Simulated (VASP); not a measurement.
Input of a VASP 6.6.1 run:

Contents of INCAR:

```
ALGO = Normal
EDIFF = 1E-7
EDIFFG = -0.05
ENCUT = 600
GGA = CA
IBRION = 2
ISIF = 3
ISMEAR = 1
LASPH = True
LCHARG = False
LREAL = False
LWAVE = False
NELM = 80
NSW = 80
PREC = Accurate
SIGMA = 0.1
```

KPOINTS

```
k-points
0
Gamma
  14 14 8
```

Contents of POSCAR:

```
Ir
1.0
    2.7513780000      0.0000000000      0.0000000000
   -1.3756890000      2.3827630000      0.0000000000
    0.0000000000      0.0000000000      4.4622900000
Ir
2
Direct
    0.6666666667      0.3333333333      0.7500000000
    0.3333333333      0.6666666667      0.2500000000
```

Potentials or basis: VASP PAW LDA potentials, release 64 (Ir).

Launch:

```sh
$ cat potpaw_LDA.64/Ir/POTCAR > POTCAR
$ mpirun -np 1 vasp_std > vasp.out
```

Problem. Estimate the relaxed cell.

Solution. a = 2.712 Å, b = 2.712 Å, c = 4.397 Å, α = 90.00°, β = 90.00°, γ = 120.00°.

Problem. Predict the relaxed volume.

Solution. 14.01 Å³/atom.

Problem. What does it give for the band gap on the k mesh?

Solution. Zero (bands 9 and 10 overlap by 3.41 eV).

Final structure:
```
Ir
1.0
     2.71216    0.00000    0.00000
    -1.35608    2.34880    0.00000
     0.00000    0.00000    4.39716
Ir
2
Direct
  0.66667 0.33333 0.75000
  0.33333 0.66667 0.25000
```

Caveat: spin-orbit coupling is left out, which moves the levels of the heavy elements.
